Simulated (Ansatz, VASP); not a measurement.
**ZrS: VASP beside Ansatz**

```
CELL_PARAMETERS angstrom
0.00000 2.62500 2.62500
2.62500 0.00000 2.62500
2.62500 2.62500 0.00000
ATOMIC_POSITIONS crystal
Zr 0.04762 0.04762 0.95238
S 0.50000 0.50000 0.50000
```

Change from the starting cell: all Zr atoms moved -0.250 Å, as atom 1 towards its neighbour atom 2 (S) at 2.625 Å.

Alike in both runs: task single point; functional PBEsol; k mesh 16 × 16 × 16; occupations gaussian, width 0.15 eV; no spin polarisation.

|  | VASP | Ansatz |
| --- | --- | --- |
| version | VASP 6.6.1 | Ansatz 0.2.0 |
| potentials or method | VASP PAW PBE potentials, release 64 (Zr_sv, S), cutoff 520 eV | scalar-relativistic, plane waves, PAW |
| valence electrons in the cell | 18 | 18 |

|  | VASP | Ansatz | Ansatz less VASP |
| --- | --- | --- | --- |
| gap on the k mesh at the Fermi level (eV) | none | none | - |
| pressure (GPa) | -2.4 | -2.6 | -0.20 |
| traceless stress, the component that is largest in VASP (GPa) | 9.34 | 9.29 | -0.053 |
| rms of the force components (eV/Å) | 0.985 | 0.975 | -0.0097 |

VASP's potentials were made for PBE, not for PBEsol. Atom by atom the forces differ by 0.010 eV/Å (rms over components). A gap of «none» marks a metal or a gap that the smearing closes. With one functional, cell and mesh, what is left measures potentials, basis and numerics.
